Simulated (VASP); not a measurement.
# Si (Fd-3m) in VASP: notebook

Runs on Si. Level: PBEsol. Tasks: single point.

Program: VASP 6.6.1. These are calculated values, not measurements. Logs are shortened: lines on timing, memory, paths and dates and some standing lists are left out, and cuts for length are marked.

### Step 1. The cell of the first run

Symmetry: Fd-3m, No. 227, cubic system. Conventional cell: a = 5.435 Å, b = 5.435 Å, c = 5.435 Å, α = 90.00°, β = 90.00°, γ = 90.00°. Si (site symmetry -43m) has 4 Si at 2.35 Å within 3.1 Å.

### Step 2. Single point, PBEsol

INCAR

```
PREC = Accurate
ENCUT = 500
EDIFF = 1E-6
ISMEAR = 0
SIGMA = 0.01
LREAL = False
LASPH = True
NELM = 120
ALGO = Normal
ISIF = 2
LWAVE = False
LCHARG = False
GGA = PS
NBANDS = 11
GGA_COMPAT = False
```

KPOINTS

```
regular mesh
0
Gamma
  6 6 6
```

POSCAR

```
Si
1.0
    0.0000000000      2.7175312734      2.7175312734
    2.7175312734      0.0000000000      2.7175312734
    2.7175312734      2.7175312734      0.0000000000
Si
2
Direct
    0.2500000000      0.2500000000      0.2500000000
    1.0000000000      1.0000000000      1.0000000000
```

Potentials or basis: VASP PAW PBE potentials, release 64 (Si).

Started as:

```bash
$ cat potpaw_PBE.64/Si/POTCAR > POTCAR
$ mpirun -np 1 vasp_std > vasp.out
```

OUTCAR:

```text
PREC = Accurate
   ENCUT = 500
   EDIFF = 1E-6
   ISMEAR = 0
   LREAL = False
   LASPH = True
   NELM = 120
   ISIF = 2
   GGA = PS

 ion  position               nearest neighbor table
   1  0.250  0.250  0.250-   2 2.35   2 2.35   2 2.35   2 2.35
   2  0.000  0.000  0.000-   1 2.35   1 2.35   1 2.35   1 2.35

  LATTYP: Found a face centered cubic cell.
 ALAT       =     5.4350625468

  Lattice vectors:

 A1 = (   0.0000000000,   2.7175312734,   2.7175312734)
 A2 = (   2.7175312734,   0.0000000000,   2.7175312734)
 A3 = (   2.7175312734,   2.7175312734,   0.0000000000)

Analysis of symmetry for initial positions (statically):
=====================================================================
 Subroutine PRICEL returns:
 Original cell was already a primitive cell.

 Routine SETGRP: Setting up the symmetry group for a
 face centered cubic supercell.

 Subroutine GETGRP returns: Found 48 space group operations
 (whereof 24 operations were pure point group operations)
 out of a pool of 48 trial point group operations.

The static configuration has the point symmetry T_d .
 The point group associated with its full space group is O_h .

Analysis of symmetry for dynamics (positions and initial velocities):
=====================================================================
 Subroutine PRICEL returns:
 Original cell was already a primitive cell.

 Routine SETGRP: Setting up the symmetry group for a
 face centered cubic supercell.

 Subroutine GETGRP returns: Found 48 space group operations
 (whereof 24 operations were pure point group operations)
 out of a pool of 48 trial point group operations.

The dynamic configuration has the point symmetry T_d .
 The point group associated with its full space group is O_h .

 Subroutine INISYM returns: Found 48 space group operations
 (whereof 24 operations are pure point group operations),
 and found     1 'primitive' translations

----------------------------------------------------------------------------------------

                                     Primitive cell

  volume of cell :      40.1378

  direct lattice vectors                    reciprocal lattice vectors
     0.000000000  2.717531273  2.717531273    -0.183990523  0.183990523  0.183990523
     2.717531273  0.000000000  2.717531273     0.183990523 -0.183990523  0.183990523
     2.717531273  2.717531273  0.000000000     0.183990523  0.183990523 -0.183990523

  length of vectors
     3.843169583  3.843169583  3.843169583     0.318680934  0.318680934  0.318680934

  position of ions in fractional coordinates (direct lattice)
     0.250000000  0.250000000  0.250000000
     0.000000000  0.000000000  0.000000000

  ion indices of the primitive-cell ions
   primitive index   ion index
                 1           1
                 2           2

----------------------------------------------------------------------------------------

 KPOINTS: regular mesh

Automatic generation of k-mesh.
 Grid dimensions read from file:
 generate k-points for:    6    6    6

 Generating k-lattice:

  Cartesian coordinates                     Fractional coordinates (reciprocal lattice)
    -0.030665087  0.030665087  0.030665087     0.166666667  0.000000000  0.000000000
     0.030665087 -0.030665087  0.030665087     0.000000000  0.166666667  0.000000000
     0.030665087  0.030665087 -0.030665087     0.000000000  0.000000000  0.166666667

  Length of vectors
     0.053113489  0.053113489  0.053113489

  Shift w.r.t. Gamma in fractional coordinates (k-lattice)
     0.000000000  0.000000000  0.000000000

 Subroutine IBZKPT returns following result:
 ===========================================

 Found     16 irreducible k-points:

 Following reciprocal coordinates:
            Coordinates               Weight
  0.000000  0.000000  0.000000      1.000000
  0.166667  0.000000  0.000000      8.000000
  0.333333  0.000000  0.000000      8.000000
  0.500000  0.000000  0.000000      4.000000
  0.166667  0.166667  0.000000      6.000000
  0.333333  0.166667  0.000000     24.000000
[... 8 lines left out ...]
 -0.333333  0.333333  0.166667     24.000000
 -0.333333  0.500000  0.166667     12.000000
   k-points           NKPTS =     16   k-points in BZ     NKDIM =     16   number of bands    NBANDS=     11
   number of dos      NEDOS =    301   number of ions     NIONS =      2
   total plane-waves  NPLWV =  21952
   dimension x,y,z NGX =    28 NGY =   28 NGZ =   28
   dimension x,y,z NGXF=    56 NGYF=   56 NGZF=   56
   ions per type =               2
   NGX,Y,Z   is equivalent  to a cutoff of  12.11, 12.11, 12.11 a.u.
   NGXF,Y,Z  is equivalent  to a cutoff of  24.22, 24.22, 24.22 a.u.
 SYSTEM =  unknown system
   PREC   = accura    normal or accurate (medium, high low for compatibility)
   ISTART =      0    job   : 0-new  1-cont  2-samecut
   ICHARG =      2    charge: 1-file 2-atom 10-const
   ISPIN  =      1    spin polarized calculation?
   LNONCOLLINEAR =      F non collinear calculations
   LSORBIT =      F    spin-orbit coupling
   LASPH  =      T    aspherical Exc in radial PAW
   ENCUT  =  500.0 eV  36.75 Ry    6.06 a.u.   7.01  7.01  7.01*2*pi/ulx,y,z
   NELM   =    120;   NELMIN=  2; NELMDL= -5     # of ELM steps
   EDIFF  = 0.1E-05   stopping-criterion for ELM
   LREAL  =      F    real-space projection
   EDIFFG = 0.1E-04   stopping-criterion for IOM
   NSW    =      0    number of steps for IOM
   IBRION =     -1    ionic relax: 0-MD 1-quasi-New 2-CG
   NFREE  =      0    steps in history (QN), initial steepest desc. (CG)
   ISIF   =      2    stress and relaxation
   ISYM   =      2    0-nonsym 1-usesym 2-fastsym
   POTIM  = 0.5000    time-step for ionic-motion
   TEBEG  =    0.0;   TEEND  =   0.0 temperature during run
   PSTRESS=    0.0 pullay stress
   NELECT =       8.0000    total number of electrons
   NUPDOWN=      -1.0000    fix difference up-down
   EMIN   =  10.00;   EMAX   =-10.00  energy-range for DOS
   EFERMI =   0.00;   METHOD = LEGACY
   ISMEAR =     0;   SIGMA  =   0.01  broadening in eV -4-tet -1-fermi 0-gaus
   EFERMI_NEDOS =   21; number of points for ismear=-14 and -15
   IALGO  =     38    algorithm
   IMIX   =      4    mixing-type and parameters
     AMIX     =   0.40;   BMIX     =  1.00
     AMIX_MAG =   1.60;   BMIX_MAG =  1.00
  volume/ion in A,a.u.               =      20.07       135.43
  Fermi-wavevector in a.u.,A,eV,Ry     =   0.956284  1.807115 12.442246  0.914479
  Thomas-Fermi vector in A             =   2.085198
   LORBIT       =      0    0 simple, 1 ext, 2 COOP (PROOUT), +10 PAW based schemes
   GGA     = PS    functional components
   LHFCALC =     F    Hartree Fock is set to
   AEXX    =    0.0000 exact exchange contribution
   IVDW    =     0    specifies the selected vdW correction
   LEPSILON=     F    determine dielectric tensor
   LRPA    =     F    only Hartree local field effects (RPA)
 non-spin polarized calculation
 Gauss-broadening in eV      SIGMA  =   0.01
  energy-cutoff  :      500.00
  volume of cell :       40.14
 maximum number of plane-waves:      1034
   NGX = 13   NGY = 13   NGZ = 13

 number of electron       8.0000001 magnetization

 Free energy of the ion-electron system (eV)
  ---------------------------------------------------
  ext. energy  EPLUGINS =         0.00000000
  ---------------------------------------------------
  free energy    TOTEN  =       -11.46763745 eV

  energy without entropy =      -11.46763745  energy(sigma->0) =      -11.46763745

 E-fermi :   5.8533     XC(G=0):  -9.5405

 val. band max:        5.7742886142   @ k =   0.0000   0.0000   0.0000
 cond. band min:       6.3633542346   @ k =   0.5000   0.5000   0.0000
 fundamental gap:      0.5890656203
 Fermi energy:         5.8532917067

 k-point     1 :       0.0000    0.0000    0.0000
  band No.  band energies     occupation
      1      -6.2016      2.00000
      2       5.7743      2.00000
      3       5.7743      2.00000
      4       5.7743      2.00000
      5       8.2867      0.00000
      6       8.2867      0.00000
      7       8.2867      0.00000
      8       9.0709      0.00000
      9      13.4569      0.00000
     10      13.4569      0.00000
     11      13.4712      0.00000

 k-point     2 :       0.1667    0.0000    0.0000
  band No.  band energies     occupation
      1      -5.8397      2.00000
      2       3.3759      2.00000
      3       5.3197      2.00000
      4       5.3197      2.00000
      5       8.0540      0.00000
      6       8.9371      0.00000
      7       8.9371      0.00000
      8      11.1580      0.00000
      9      12.7931      0.00000
     10      12.7931      0.00000
     11      14.6301      0.00000

 k-point     3 :       0.3333    0.0000    0.0000
  band No.  band energies     occupation
      1      -4.8206      2.00000
      2       0.4134      2.00000
      3       4.7694      2.00000
      4       4.7694      2.00000
      5       7.4559      0.00000
      6       9.2188      0.00000
      7       9.2188      0.00000
      8      13.4708      0.00000
      9      13.6925      0.00000
     10      13.6925      0.00000
     11      14.7294      0.00000

 k-point     4 :       0.5000    0.0000    0.0000
  band No.  band energies     occupation
      1      -3.8571      2.00000
      2      -1.2320      2.00000
      3       4.5720      2.00000
      4       4.5720      2.00000
      5       7.2291      0.00000
      6       9.0437      0.00000
      7       9.0437      0.00000
      8      13.2794      0.00000
      9      16.2750      0.00000
     10      16.2750      0.00000
     11      16.9749      0.00000
[... 127 lines left out ...]
 k-point    14 :       0.5000    0.3333    0.1667
  band No.  band energies     occupation
      1      -3.9058      2.00000
      2       0.1255      2.00000
      3       2.1618      2.00000
      4       3.4536      2.00000
      5       8.5452      0.00000
      6       9.3805      0.00000
      7       9.9438      0.00000
      8      12.7842      0.00000
      9      14.7082      0.00000
     10      15.5920      0.00000
     11      18.7089      0.00000

 k-point    15 :      -0.3333    0.3333    0.1667
  band No.  band energies     occupation
      1      -2.9138      2.00000
      2      -1.0808      2.00000
      3       1.7192      2.00000
      4       2.9800      2.00000
      5       9.0305      0.00000
      6       9.2562      0.00000
      7      11.7852      0.00000
      8      12.2190      0.00000
      9      13.2707      0.00000
     10      16.8077      0.00000
     11      17.6479      0.00000

 k-point    16 :      -0.3333    0.5000    0.1667
  band No.  band energies     occupation
      1      -1.9250      2.00000
      2      -1.9250      2.00000
      3       2.0859      2.00000
      4       2.0859      2.00000
      5       8.4267      0.00000
      6       8.4267      0.00000
      7      12.4632      0.00000
      8      12.4632      0.00000
      9      16.2875      0.00000
     10      16.2875      0.00000
     11      18.6554      0.00000

------------------------ aborting loop because EDIFF is reached ----------------------------------------

  FORCE on cell =-STRESS in cart. coord.  units (eV):
  Direction    XX          YY          ZZ          XY          YZ          ZX
  --------------------------------------------------------------------------------------
  -------------------------------------------------------------------------------------
  Total        0.0279232      0.0279232      0.0279232      0.0000000      0.0000000      0.0000000
  in kB        1.1146099      1.1146099      1.1146099      0.0000000      0.0000000      0.0000000
  external PRESSURE =       1.1146099 kB  Pullay stress =       0.0000000 kB

 VOLUME and BASIS-vectors are now :
 -----------------------------------------------------------------------------
  energy-cutoff  :      500.00
  volume of cell :       40.14
      direct lattice vectors                 reciprocal lattice vectors
     0.000000000  2.717531273  2.717531273    -0.183990523  0.183990523  0.183990523
     2.717531273  0.000000000  2.717531273     0.183990523 -0.183990523  0.183990523
     2.717531273  2.717531273  0.000000000     0.183990523  0.183990523 -0.183990523

 POSITION                                       TOTAL-FORCE (eV/Angst)
 -----------------------------------------------------------------------------------
      1.35877      1.35877      1.35877        -0.000000     -0.000000     -0.000000
      0.00000      0.00000      0.00000         0.000000      0.000000      0.000000
 -----------------------------------------------------------------------------------
    total drift:                                0.000000      0.000000     -0.000000

  FREE ENERGIE OF THE ION-ELECTRON SYSTEM (eV)
  ---------------------------------------------------
  free  energy   TOTEN  =       -11.4676374455 eV

  energy  without entropy=      -11.4676374455  energy(sigma->0) =      -11.46763745
```

Run time: 2.9 s. Hardware: 1 thread of Intel Xeon 6975P-C (Granite Rapids), shared host; peak memory 0.14 GiB.

Results:

```yaml
Free_energy: -11.4676 eV
Pressure: 0.1 GPa
Band_gap_on_the_k_mesh: 0.59 eV (least direct gap 2.51 eV)
```

Levels at points of the mesh, in eV from the valence-band top:
```csv
k point,band 1,band 2,band 3,band 4,band 5,band 6,band 7,band 8,band 9
"(0.00, 0.00, 0.00)",-11.98,0.00,0.00,0.00,2.51,2.51,2.51,3.30,7.68
"(0.50, 0.00, 0.00)",-9.63,-7.01,-1.20,-1.20,1.45,3.27,3.27,7.51,10.50
"(0.50, 0.50, 0.00)",-7.82,-7.82,-2.87,-2.87,0.59,0.59,10.04,10.04,10.92
```

Caveat: the PAW data sets were made with another functional, which shifts forces and pressure a little. As with any semilocal functional, this PBEsol gap is likely too small.

### Step 3. Single point, PBEsol

This run uses another cell than the first one, of 19.66 Å³/atom.

INCAR

```
PREC     = Accurate       # precision mode
ENCUT    = 500            # plane-wave cutoff, eV
EDIFF    = 1E-6           # SCF threshold, eV
ISMEAR   = 0              # smearing method
SIGMA    = 0.01           # smearing width, eV
LREAL    = False          # projectors in reciprocal space
LASPH    = True           # aspherical terms in the spheres
NELM     = 120            # most SCF steps
ALGO     = Normal         # electronic algorithm
ISIF     = 2              # what is computed and relaxed
LWAVE    = False          # write WAVECAR
LCHARG   = True           # write CHGCAR
GGA      = PS             # functional
LELF     = True           # ELF
LVHAR    = True         
NBANDS   = 11             # bands
GGA_COMPAT= False
```

KPOINTS

```
Automatic mesh
0
Gamma
  6 6 6
```

POSCAR

```
Si
1.0
    0.0000000000      2.6991480078      2.6991480078
    2.6991480078      0.0000000000      2.6991480078
    2.6991480078      2.6991480078      0.0000000000
Si
2
Direct
    0.2500000000      0.2500000000      0.2500000000
    1.0000000000      1.0000000000      1.0000000000
```

Potentials or basis: VASP PAW PBE potentials, release 64 (Si).

Started as:

```bash
$ cat potpaw_PBE.64/Si/POTCAR > POTCAR
$ mpirun -np 1 vasp_std > vasp.out
```

Wall time 3.2 s (1 thread of Intel Xeon 6975P-C (Granite Rapids), shared host); peak memory 0.14 GiB.

Results (log left out):

```
Free energy            : -11.4621 eV
Pressure               : 2.1 GPa
Band gap on the k mesh : 0.55 eV (least direct gap 2.52 eV)
```

Levels at points of the mesh, in eV from the valence-band top:
| k point | band 1 | band 2 | band 3 | band 4 | band 5 | band 6 | band 7 | band 8 | band 9 |
| --- | --- | --- | --- | --- | --- | --- | --- | --- | --- |
| (0.00, 0.00, 0.00) | -12.12 | 0.00 | 0.00 | 0.00 | 2.52 | 2.52 | 2.52 | 3.53 | 7.69 |
| (0.50, 0.00, 0.00) | -9.72 | -7.10 | -1.22 | -1.22 | 1.53 | 3.26 | 3.26 | 7.53 | 10.55 |
| (0.50, 0.50, 0.00) | -7.89 | -7.89 | -2.92 | -2.92 | 0.55 | 0.55 | 10.22 | 10.22 | 10.99 |

Caveat: the PAW data sets were made with another functional, which shifts forces and pressure a little.
